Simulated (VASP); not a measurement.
# BeTe (F-43m) in VASP: a series of runs

BeTe is run at these levels: revPBE, RPBE+D4; tasks: single point.

Program: VASP 6.6.1. These are calculated values, not measurements. Logs are shortened: lines on timing, memory, paths and dates and some standing lists are left out, and cuts for length are marked.

## (1) The cell of the first run

The structure is cubic, space group F-43m (No. 216). Conventional cell: a = 5.540 Å, b = 5.540 Å, c = 5.540 Å, α = 90.00°, β = 90.00°, γ = 90.00°. Be (site symmetry -43m) has 4 Te at 2.40 Å within 3.2 Å. Te (site symmetry -43m) has 4 Be at 2.40 Å within 3.2 Å.

## (2) Single point, revPBE

INCAR reads:

```
PREC = Accurate ; ENCUT = 600
EDIFF = 1E-6 ; ISMEAR = 0
SIGMA = 0.05 ; LREAL = F
LASPH = T ; NELM = 120
ALGO = Normal ; ISIF = 2
LWAVE = F ; LCHARG = F
GGA = RE ; NBANDS = 11
GGA_COMPAT = F
```

KPOINTS reads:

```
regular mesh
0
Gamma
  8 8 8
```

POSCAR reads:

```
BeTe
1.0
    0.0000000000      2.7700007385      2.7700007385
    2.7700007385      0.0000000000      2.7700007385
    2.7700007385      2.7700007385      0.0000000000
Be Te
1 1
Direct
    0.0000000000      0.0000000000      0.0000000000
    0.7500000000      0.7500000000      0.7500000000
```

Potentials or basis: VASP PAW PBE potentials, release 64 (Be, Te).

On the command line:

```console
$ cat potpaw_PBE.64/Be/POTCAR potpaw_PBE.64/Te/POTCAR > POTCAR
$ mpirun -np 1 vasp_std > vasp.out
```

OUTCAR:

```text
PREC = Accurate
   ENCUT = 600
   EDIFF = 1E-6
   ISMEAR = 0
   LREAL = F
   LASPH = T
   NELM = 120
   ISIF = 2
   GGA = RE

 ion  position               nearest neighbor table
   1  0.000  0.000  0.000-   2 2.40   2 2.40   2 2.40   2 2.40
   2  0.750  0.750  0.750-   1 2.40   1 2.40   1 2.40   1 2.40

  LATTYP: Found a face centered cubic cell.
 ALAT       =     5.5400014770

  Lattice vectors:

 A1 = (   0.0000000000,   2.7700007385,   2.7700007385)
 A2 = (   2.7700007385,   0.0000000000,   2.7700007385)
 A3 = (   2.7700007385,   2.7700007385,   0.0000000000)

Analysis of symmetry for initial positions (statically):
=====================================================================
 Subroutine PRICEL returns:
 Original cell was already a primitive cell.

 Routine SETGRP: Setting up the symmetry group for a
 face centered cubic supercell.

 Subroutine GETGRP returns: Found 24 space group operations
 (whereof 24 operations were pure point group operations)
 out of a pool of 48 trial point group operations.

The static configuration has the point symmetry T_d .

Analysis of symmetry for dynamics (positions and initial velocities):
=====================================================================
 Subroutine PRICEL returns:
 Original cell was already a primitive cell.

 Routine SETGRP: Setting up the symmetry group for a
 face centered cubic supercell.

 Subroutine GETGRP returns: Found 24 space group operations
 (whereof 24 operations were pure point group operations)
 out of a pool of 48 trial point group operations.

The dynamic configuration has the point symmetry T_d .

 Subroutine INISYM returns: Found 24 space group operations
 (whereof 24 operations are pure point group operations),
 and found     1 'primitive' translations

----------------------------------------------------------------------------------------

                                     Primitive cell

  volume of cell :      42.5079

  direct lattice vectors                    reciprocal lattice vectors
     0.000000000  2.770000738  2.770000738    -0.180505367  0.180505367  0.180505367
     2.770000738  0.000000000  2.770000738     0.180505367 -0.180505367  0.180505367
     2.770000738  2.770000738  0.000000000     0.180505367  0.180505367 -0.180505367

  length of vectors
     3.917372612  3.917372612  3.917372612     0.312644467  0.312644467  0.312644467

  position of ions in fractional coordinates (direct lattice)
     0.000000000  0.000000000  0.000000000
     0.750000000  0.750000000  0.750000000

  ion indices of the primitive-cell ions
   primitive index   ion index
                 1           1
                 2           2

----------------------------------------------------------------------------------------

 KPOINTS: regular mesh

Automatic generation of k-mesh.
 Grid dimensions read from file:
 generate k-points for:    8    8    8

 Generating k-lattice:

  Cartesian coordinates                     Fractional coordinates (reciprocal lattice)
    -0.022563171  0.022563171  0.022563171     0.125000000  0.000000000  0.000000000
     0.022563171 -0.022563171  0.022563171     0.000000000  0.125000000  0.000000000
     0.022563171  0.022563171 -0.022563171     0.000000000  0.000000000  0.125000000

  Length of vectors
     0.039080558  0.039080558  0.039080558

  Shift w.r.t. Gamma in fractional coordinates (k-lattice)
     0.000000000  0.000000000  0.000000000

 Subroutine IBZKPT returns following result:
 ===========================================

 Found     29 irreducible k-points:

 Following reciprocal coordinates:
            Coordinates               Weight
  0.000000  0.000000  0.000000      1.000000
  0.125000  0.000000  0.000000      8.000000
  0.250000  0.000000  0.000000      8.000000
  0.375000  0.000000  0.000000      8.000000
  0.500000  0.000000  0.000000      4.000000
  0.125000  0.125000  0.000000      6.000000
[... 16 lines left out ...]
  0.500000  0.250000  0.125000     48.000000
 -0.375000  0.250000  0.125000     24.000000
 [... further k-points ...]
   k-points           NKPTS =     29   k-points in BZ     NKDIM =     29   number of bands    NBANDS=     11
   number of dos      NEDOS =    301   number of ions     NIONS =      2
   total plane-waves  NPLWV =  32768
   dimension x,y,z NGX =    32 NGY =   32 NGZ =   32
   dimension x,y,z NGXF=    64 NGYF=   64 NGZF=   64
   ions per type =               1   1
   NGX,Y,Z   is equivalent  to a cutoff of  13.58, 13.58, 13.58 a.u.
   NGXF,Y,Z  is equivalent  to a cutoff of  27.16, 27.16, 27.16 a.u.
 SYSTEM =  unknown system
   PREC   = accura    normal or accurate (medium, high low for compatibility)
   ISTART =      0    job   : 0-new  1-cont  2-samecut
   ICHARG =      2    charge: 1-file 2-atom 10-const
   ISPIN  =      1    spin polarized calculation?
   LNONCOLLINEAR =      F non collinear calculations
   LSORBIT =      F    spin-orbit coupling
   LASPH  =      T    aspherical Exc in radial PAW
   ENCUT  =  600.0 eV  44.10 Ry    6.64 a.u.   7.82  7.82  7.82*2*pi/ulx,y,z
   NELM   =    120;   NELMIN=  2; NELMDL= -5     # of ELM steps
   EDIFF  = 0.1E-05   stopping-criterion for ELM
   LREAL  =      F    real-space projection
   EDIFFG = 0.1E-04   stopping-criterion for IOM
   NSW    =      0    number of steps for IOM
   IBRION =     -1    ionic relax: 0-MD 1-quasi-New 2-CG
   NFREE  =      0    steps in history (QN), initial steepest desc. (CG)
   ISIF   =      2    stress and relaxation
   ISYM   =      2    0-nonsym 1-usesym 2-fastsym
   POTIM  = 0.5000    time-step for ionic-motion
   TEBEG  =    0.0;   TEEND  =   0.0 temperature during run
   PSTRESS=    0.0 pullay stress
   NELECT =       8.0000    total number of electrons
   NUPDOWN=      -1.0000    fix difference up-down
   EMIN   =  10.00;   EMAX   =-10.00  energy-range for DOS
   EFERMI =   0.00;   METHOD = LEGACY
   ISMEAR =     0;   SIGMA  =   0.05  broadening in eV -4-tet -1-fermi 0-gaus
   EFERMI_NEDOS =   21; number of points for ismear=-14 and -15
   IALGO  =     38    algorithm
   IMIX   =      4    mixing-type and parameters
     AMIX     =   0.40;   BMIX     =  1.00
     AMIX_MAG =   1.60;   BMIX_MAG =  1.00
  volume/ion in A,a.u.               =      21.25       143.43
  Fermi-wavevector in a.u.,A,eV,Ry     =   0.938170  1.772885 11.975348  0.880163
  Thomas-Fermi vector in A             =   2.065355
   LORBIT       =      0    0 simple, 1 ext, 2 COOP (PROOUT), +10 PAW based schemes
   GGA     = RE    functional components
   LHFCALC =     F    Hartree Fock is set to
   AEXX    =    0.0000 exact exchange contribution
   IVDW    =     0    specifies the selected vdW correction
   LEPSILON=     F    determine dielectric tensor
   LRPA    =     F    only Hartree local field effects (RPA)
 non-spin polarized calculation
 Gauss-broadening in eV      SIGMA  =   0.05
  energy-cutoff  :      600.00
  volume of cell :       42.51
 maximum number of plane-waves:      1433
   NGX = 15   NGY = 15   NGZ = 15

 number of electron       8.0000000 magnetization

 Free energy of the ion-electron system (eV)
  ---------------------------------------------------
  ext. energy  EPLUGINS =         0.00000000
  ---------------------------------------------------
  free energy    TOTEN  =        -7.05746677 eV

  energy without entropy =       -7.05746677  energy(sigma->0) =       -7.05746677

 E-fermi :   5.9761     XC(G=0):  -9.1824

 val. band max:        5.7312472459   @ k =   0.0000   0.0000   0.0000
 cond. band min:       7.6391940699   @ k =   0.5000   0.5000   0.0000
 fundamental gap:      1.9079468240
 Fermi energy:         5.9761317580

 k-point     1 :       0.0000    0.0000    0.0000
  band No.  band energies     occupation
      1      -6.8907      2.00000
      2       5.7312      2.00000
      3       5.7312      2.00000
      4       5.7312      2.00000
      5       9.3163      0.00000
      6       9.3163      0.00000
      7       9.3163      0.00000
      8       9.9864      0.00000
      9      14.2141      0.00000
     10      16.0476      0.00000
     11      16.0476      0.00000

 k-point     2 :       0.1250    0.0000    0.0000
  band No.  band energies     occupation
      1      -6.7320      2.00000
      2       4.3570      2.00000
      3       5.4741      2.00000
      4       5.4741      2.00000
      5       9.3815      0.00000
      6       9.6851      0.00000
      7       9.6851      0.00000
      8      11.1881      0.00000
      9      14.6381      0.00000
     10      15.0829      0.00000
     11      15.0829      0.00000

 k-point     3 :       0.2500    0.0000    0.0000
  band No.  band energies     occupation
      1      -6.2911      2.00000
      2       2.2468      2.00000
      3       5.0019      2.00000
      4       5.0019      2.00000
      5       9.1922      0.00000
      6      10.2381      0.00000
      7      10.2381      0.00000
      8      13.0783      0.00000
      9      14.8113      0.00000
     10      14.8113      0.00000
     11      14.9646      0.00000

 k-point     4 :       0.3750    0.0000    0.0000
  band No.  band energies     occupation
      1      -5.7206      2.00000
      2       0.5620      2.00000
      3       4.6428      2.00000
      4       4.6428      2.00000
      5       9.0298      0.00000
      6      10.3563      0.00000
      7      10.3563      0.00000
      8      13.6940      0.00000
      9      15.8644      0.00000
     10      15.9273      0.00000
     11      15.9273      0.00000
[... 239 lines left out ...]
 k-point    22 :       0.3750    0.2500    0.1250
  band No.  band energies     occupation
      1      -5.9241      2.00000
      2       2.0020      2.00000
      3       3.3184      2.00000
      4       4.4139      2.00000
      5       9.3301      0.00000
      6      10.7694      0.00000
      7      11.1388      0.00000
      8      12.1717      0.00000
      9      14.9933      0.00000
     10      16.5895      0.00000
     11      17.1244      0.00000

 k-point    23 :       0.5000    0.2500    0.1250
  band No.  band energies     occupation
      1      -5.4136      2.00000
      2       0.8627      2.00000
      3       2.7657      2.00000
      4       3.9230      2.00000
      5       9.8035      0.00000
      6      10.5024      0.00000
      7      11.7734      0.00000
      8      12.8139      0.00000
      9      15.7702      0.00000
     10      16.3342      0.00000
     11      18.2484      0.00000

 k-point    24 :      -0.3750    0.2500    0.1250
  band No.  band energies     occupation
      1      -5.1507      2.00000
      2       0.3206      2.00000
      3       2.6589      2.00000
      4       3.6829      2.00000
      5       9.9604      0.00000
      6      10.2000      0.00000
      7      12.5809      0.00000
      8      13.6877      0.00000
      9      14.3780      0.00000
     10      17.4790      0.00000
     11      17.8868      0.00000

 [... further k-points ...]

------------------------ aborting loop because EDIFF is reached ----------------------------------------

  FORCE on cell =-STRESS in cart. coord.  units (eV):
  Direction    XX          YY          ZZ          XY          YZ          ZX
  --------------------------------------------------------------------------------------
  -------------------------------------------------------------------------------------
  Total        1.5238251      1.5238251      1.5238251     -0.0000000      0.0000000      0.0000000
  in kB       57.4349263     57.4349263     57.4349263     -0.0000000      0.0000000      0.0000000
  external PRESSURE =      57.4349263 kB  Pullay stress =       0.0000000 kB

 VOLUME and BASIS-vectors are now :
 -----------------------------------------------------------------------------
  energy-cutoff  :      600.00
  volume of cell :       42.51
      direct lattice vectors                 reciprocal lattice vectors
     0.000000000  2.770000738  2.770000738    -0.180505367  0.180505367  0.180505367
     2.770000738  0.000000000  2.770000738     0.180505367 -0.180505367  0.180505367
     2.770000738  2.770000738  0.000000000     0.180505367  0.180505367 -0.180505367

 POSITION                                       TOTAL-FORCE (eV/Angst)
 -----------------------------------------------------------------------------------
      0.00000      0.00000      0.00000         0.000000      0.000000      0.000000
      4.15500      4.15500      4.15500        -0.000000     -0.000000     -0.000000
 -----------------------------------------------------------------------------------
    total drift:                               -0.000000     -0.000000     -0.000000

  FREE ENERGIE OF THE ION-ELECTRON SYSTEM (eV)
  ---------------------------------------------------
  free  energy   TOTEN  =        -7.0574667695 eV

  energy  without entropy=       -7.0574667695  energy(sigma->0) =       -7.05746677
```

It took 15 s on 1 thread of AMD EPYC 7R13, shared host; peak memory 0.18 GiB.

Results:

| Item | Value |
| --- | --- |
| Free energy | -7.0575 eV |
| Pressure | 5.7 GPa |
| Band gap on the k mesh | 1.91 eV (least direct gap 3.59 eV) |

Caveat: the cell stands under pressure; the PAW data sets were made with another functional, which shifts forces and pressure a little; spin-orbit coupling is left out, which moves the levels of the heavy elements.

## (3) Single point, RPBE+D4

INCAR reads:

```
SYSTEM = BeTe
  PREC = Accurate
  ENCUT = 600
  EDIFF = 1E-6
  ISMEAR = 0
  SIGMA = 0.05
  LREAL = .FALSE.
  LASPH = .TRUE.
  NELM = 120
  ALGO = Normal
  ISIF = 2
  LWAVE = .FALSE.
  LCHARG = .FALSE.
  GGA = RP
  IVDW = 13
  NBANDS = 11
  GGA_COMPAT = .FALSE.
```

KPOINTS reads:

```
Automatic mesh
0
G
  8 8 8
  0 0 0
```

POSCAR is that of step 2.

Potentials or basis: VASP PAW PBE potentials, release 64 (Be, Te).

On the command line:

```console
$ cat potpaw_PBE.64/Be/POTCAR potpaw_PBE.64/Te/POTCAR > POTCAR
$ mpirun -np 1 vasp_std > vasp.out
```

It used 11 s of CPU time on 1 thread of AMD EPYC 7R13, on a shared host.

The run converged. Its results:

```
Free energy                : -8.2641 eV
Pressure                   : 0.8 GPa
Band gap on the k mesh     : 1.93 eV (least direct gap 3.59 eV)
Dispersion energy per atom : -0.647 eV
```

Levels at points of the mesh, in eV from the valence-band top:
```
           k point  band 1  band 2  band 3  band 4  band 5  band 6  band 7  band 8
(0.00, 0.00, 0.00)  -12.62    0.00    0.00    0.00    3.59    3.59    3.59    4.28
(0.50, 0.00, 0.00)  -11.14   -5.85   -1.22   -1.22    3.25    4.59    4.59    7.93
(0.50, 0.50, 0.00)  -10.59   -5.39   -2.83   -2.83    1.93    2.63   10.08   10.08
```

Caveat: the PAW data sets were made with another functional, which shifts forces and pressure a little; spin-orbit coupling is left out, which moves the levels of the heavy elements. A k mesh can miss the band edges.

## (4) Single point, RPBE+D4 (21.35 Å³/atom)

This run uses another cell than the first one, of 21.35 Å³/atom.

INCAR reads:

```
SYSTEM = BeTe
  PREC = Accurate
  ENCUT = 600
  EDIFF = 1E-6
  ISMEAR = 0
  SIGMA = 0.05
  LREAL = .False.
  LASPH = .True.
  NELM = 120
  ALGO = Normal
  ISIF = 2
  LWAVE = .False.
  LCHARG = .False.
  GGA = RP
  IVDW = 13
  NBANDS = 11
  GGA_COMPAT = .False.
```

KPOINTS reads:

```
regular mesh
0
Gamma
  8 8 8
  0 0 0
```

POSCAR reads:

```
BeTe
1.0
    0.0000000000      2.7742507842      2.7742507842
    2.7742507842      0.0000000000      2.7742507842
    2.7742507842      2.7742507842      0.0000000000
Be Te
1 1
Direct
    0.0000000000      0.0000000000      0.0000000000
    0.7500000000      0.7500000000      0.7500000000
```

Potentials or basis: VASP PAW PBE potentials, release 64 (Be, Te).

On the command line:

```console
$ cat potpaw_PBE.64/Be/POTCAR potpaw_PBE.64/Te/POTCAR > POTCAR
$ mpirun -np 1 vasp_std > vasp.out
```

OUTCAR:

```text
SYSTEM = BeTe
   PREC = Accurate
   ENCUT = 600
   EDIFF = 1E-6
   ISMEAR = 0
   LREAL = .False.
   LASPH = .True.
   NELM = 120
   ISIF = 2
   GGA = RP
   IVDW = 13

 ion  position               nearest neighbor table
   1  0.000  0.000  0.000-   2 2.40   2 2.40   2 2.40   2 2.40
   2  0.750  0.750  0.750-   1 2.40   1 2.40   1 2.40   1 2.40

  LATTYP: Found a face centered cubic cell.
 ALAT       =     5.5485015684

  Lattice vectors:

 A1 = (   0.0000000000,   2.7742507842,   2.7742507842)
[... 523 lines left out ...]

  DFT-D4 for vdW energy calculation

  Edisp (eV):   -1.28717

  FORCE on cell =-STRESS in cart. coord.  units (eV):
  Direction    XX          YY          ZZ          XY          YZ          ZX
  --------------------------------------------------------------------------------------
  -------------------------------------------------------------------------------------
  Total       0.13804     0.13804     0.13804     0.00000     0.00000     0.00000
  in kB       5.17889     5.17889     5.17889     0.00000     0.00000     0.00000
  external pressure =        5.18 kB  Pullay stress =        0.00 kB

 VOLUME and BASIS-vectors are now :
 -----------------------------------------------------------------------------
  energy-cutoff  :      600.00
  volume of cell :       42.70
      direct lattice vectors                 reciprocal lattice vectors
     0.000000000  2.774250784  2.774250784    -0.180228840  0.180228840  0.180228840
     2.774250784  0.000000000  2.774250784     0.180228840 -0.180228840  0.180228840
     2.774250784  2.774250784  0.000000000     0.180228840  0.180228840 -0.180228840

 POSITION                                       TOTAL-FORCE (eV/Angst)
 -----------------------------------------------------------------------------------
      0.00000      0.00000      0.00000         0.000000      0.000000      0.000000
      4.16138      4.16138      4.16138        -0.000000     -0.000000     -0.000000
 -----------------------------------------------------------------------------------
    total drift:                               -0.000000     -0.000000     -0.000000

  FREE ENERGIE OF THE ION-ELECTRON SYSTEM (eV)
  ---------------------------------------------------
  free  energy   TOTEN  =        -8.2648731766 eV

  energy  without entropy=       -8.2648731766  energy(sigma->0) =       -8.26487318
```

stdout:

```text
POSCAR found type information on POSCAR BeTe
 POSCAR found :  2 types and       2 ions
 scaLAPACK will be used
 -----------------------------------------------------------------------------
|                                                                             |
|                                                                             |
|     You enforced a specific xc type in the INCAR file but a different       |
|     I HOPE YOU KNOW WHAT YOU ARE DOING!                                     |
|                                                                             |
 -----------------------------------------------------------------------------

 LDA part: xc-table for (Slater+PW92), standard interpolation
 POSCAR, INCAR and KPOINTS ok, starting setup
 FFT: planning ... GRIDC
 FFT: planning ... GRID_SOFT
 FFT: planning ... GRID
 WAVECAR not read
 entering main loop
```

Run time: 18 s. Hardware: 1 thread of AMD EPYC 7R13, shared host; peak memory 0.18 GiB.

What came out:

```
Free energy                : -8.2649 eV
Pressure                   : 0.5 GPa
Band gap on the k mesh     : 1.95 eV (least direct gap 3.59 eV)
Dispersion energy per atom : -0.644 eV
```

Levels at points of the mesh, in eV from the valence-band top:
```
           k point  band 1  band 2  band 3  band 4  band 5  band 6  band 7  band 8
(0.00, 0.00, 0.00)  -12.58    0.00    0.00    0.00    3.59    3.59    3.59    4.24
(0.50, 0.00, 0.00)  -11.12   -5.82   -1.21   -1.21    3.24    4.59    4.59    7.93
(0.50, 0.50, 0.00)  -10.58   -5.36   -2.81   -2.81    1.95    2.64   10.05   10.05
```

Caveat: the PAW data sets were made with another functional, which shifts forces and pressure a little; spin-orbit coupling is left out, which moves the levels of the heavy elements.

## (5) The runs side by side

```csv
level,cell,gap on the mesh (eV),pressure (GPa)
revPBE,"a = 3.917 Å, angles 60.0°, 2 atoms",1.91,5.7
RPBE+D4,"a = 3.917 Å, angles 60.0°, 2 atoms",1.93,0.8
RPBE+D4,"a = 3.923 Å, angles 60.0°, 2 atoms",1.95,0.5
```

Alike in all rows: task single point; potentials or basis VASP PAW PBE potentials, release 64 (Be, Te); no spin polarisation; k mesh 8 × 8 × 8; cutoff (eV) 600; smearing gaussian 0.05 eV.

Caveats: the PAW data sets were made with another functional, which shifts forces and pressure a little; spin-orbit coupling is left out, which moves the levels of the heavy elements; the cell stands under pressure (at least some runs).

Absolute energies hang on the potentials; compare differences alone.
